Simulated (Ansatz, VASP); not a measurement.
**La2O3: VASP beside Ansatz**

Contents of POSCAR:

```
La2O3
1.0
    6.2667802772      0.0000000000      0.0000000000
   -3.1333901386      5.4271909200      0.0000000000
    0.0000000000      0.0000000000      3.2997660000
La O
2 3
Direct
    0.6666666667      0.3333333333      0.5000000000
    0.3333333333      0.6666666667      0.5000000000
    0.5080139900      0.0000000000      0.0000000000
    0.0000000000      0.5080139900      0.0000000000
    0.4919860100      0.4919860100      0.0000000000
```

The input INCAR.step1:

```
ALGO     = Normal         # electronic algorithm
EDIFF    = 1E-4           # SCF threshold, eV
ENCUT    = 520            # plane-wave cutoff, eV
GGA      = PE             # functional
ISMEAR   = -1             # smearing method
LASPH    = True           # aspherical terms in the spheres
LCHARG   = False          # write CHGCAR
LREAL    = False          # projectors in reciprocal space
LWAVE    = True           # write WAVECAR
NBANDS   = 28             # bands
NELM     = 80             # most SCF steps
PREC     = Accurate       # precision mode
SIGMA    = 0.05           # smearing width, eV
```

File INCAR.step2:

```
ALGO     = Normal         # electronic algorithm
EDIFF    = 1E-6           # SCF threshold, eV
ENCUT    = 520            # plane-wave cutoff, eV
ISIF     = 2              # what is computed and relaxed
ISMEAR   = -1             # smearing method
ISTART   = 1            
LASPH    = True           # aspherical terms in the spheres
LCHARG   = False          # write CHGCAR
LMIXTAU  = True         
LREAL    = False          # projectors in reciprocal space
LWAVE    = False          # write WAVECAR
METAGGA  = R2SCAN         # meta-GGA
NBANDS   = 28             # bands
NELM     = 80             # most SCF steps
PREC     = Accurate       # precision mode
SIGMA    = 0.05           # smearing width, eV
```

The input KPOINTS:

```
k-points
0
Gamma
  5 5 8
```

input.yaml

```yaml
crystal:
  lattice:
    - [6.2667802772, 0.0, 0.0]
    - [-3.1333901386, 5.42719092, 0.0]
    - [0.0, 0.0, 3.299766]
  atoms:
    - { symbol: La, position: [0.6666666667, 0.3333333333, 0.5] }
    - { symbol: La, position: [0.3333333333, 0.6666666667, 0.5] }
    - { symbol: O, position: [0.50801399, 0.0, 0.0] }
    - { symbol: O, position: [0.0, 0.50801399, 0.0] }
    - { symbol: O, position: [0.49198601, 0.49198601, 0.0] }
hamiltonian:
  xc: r2scan
  pseudopotentials: { kind: paw }
kpoints:
  mp_grid: { grid: [5, 5, 8] }
  band_path:
    path:
      - [[0.0, 0.0, 0.0], [0.5, 0.0, 0.0], [0.3333333333, 0.3333333333, 0.0], [0.0, 0.0, 0.0], [0.0, 0.0, 0.5], [0.5, 0.0, 0.5], [0.3333333333, 0.3333333333, 0.5], [0.0, 0.0, 0.5]]
      - [[0.5, 0.0, 0.5], [0.5, 0.0, 0.0]]
      - [[0.3333333333, 0.3333333333, 0.0], [0.3333333333, 0.3333333333, 0.5]]
    npoints: 14
scf:
  occupations: { method: fermi_dirac, width: 0.05 }
  n_extra_bands: 12
output:
  forces: true
  stress: true
  eigenvalues: true
  fatbands: false
```

Alike in both runs: functional r2SCAN; k mesh 5 × 5 × 8; occupations fermi-dirac, width 0.05 eV; no spin polarisation.

|  | VASP | Ansatz |
| --- | --- | --- |
| version | VASP 6.6.1 | Ansatz 0.2.0 |
| potentials or method | VASP PAW PBE potentials, release 64 (La, O) | Ansatz PAW |
| plane-wave cutoff (eV) | 520 | 500 |
| valence electrons in the cell | 40 | 40 |
| task | single point | band structure |

Ansatz gave:

```
gap on the k mesh at the Fermi level (eV)                     : 1.85
least direct gap on the mesh (eV)                             : 2.40
pressure (GPa)                                                : 1.4
traceless stress, the component that is largest in VASP (GPa) : -1.79
rms of the force components (eV/Å)                            : 0.022
```

**Question.** What did VASP give for the same quantities?

**Answer.** gap on the k mesh at the Fermi level (eV): 1.88; least direct gap on the mesh (eV): 2.41; pressure (GPa): 1.1; traceless stress, the component that is largest in VASP (GPa): -1.90; rms of the force components (eV/Å): 0.023.

VASP's potentials were made for PBE, not for r2SCAN. Atom by atom the forces differ by 0.001 eV/Å (rms over components).

Spin-orbit coupling is off throughout. Noted on Ansatz's run: the magnetic or orbital state may not be the lowest.
